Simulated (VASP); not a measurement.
AlNi:

```xyz
2
Lattice="2.8810 0.0000 0.0000 0.0000 2.8810 0.0000 0.0000 0.0000 2.8810" Properties=species:S:1:pos:R:3 pbc="T T T"
Ni    1.4405    1.4405    1.4405
Al    0.0000    0.0000    0.0000
```

* Program: VASP 6.6.1
* Task: relaxation of cell and atoms
* Functional: PBE
* Dispersion: D4
* Potentials or basis: VASP PAW PBE potentials, release 64 (Ni, Al)
* Cutoff: 600 eV
* k mesh: 9 × 9 × 9
* Occupations: fermi-dirac, width 0.05 eV
* Spin: collinear spin, ferromagnetic start
* Starting moments: [1.0, 0.0] μB

At the start: pressure -3.6 GPa; volume 11.96 Å³/atom.

Q: Where does the relaxation end?

A: Over 3 steps the energy falls by 3.0 meV/atom and the volume is 11.70 Å³/atom (-2.2 %); space group Pm-3m (No. 221, to 0.05 Å); moment 0.00 μB per cell.

The path:
| step | energy change (eV) | largest force (eV/Å) | pressure (GPa) | volume (Å³) |
| --- | --- | --- | --- | --- |
| 1 | 0.0000 | 0.0000 | -3.56 | 23.91 |
| 2 | -0.0024 | 0.0000 | 3.01 | 23.00 |
| 3 | -0.0060 | 0.0000 | 0.00 | 23.39 |

Final structure:
```
Ni Al
1.0
     2.85993    0.00000    0.00000
     0.00000    2.85993    0.00000
     0.00000    0.00000    2.85993
Ni Al
1 1
Direct
  0.50000 0.50000 0.50000
  0.00000 0.00000 0.00000
```

Caveat: pairwise dispersion overbinds metals, which lowers pressure and volume.
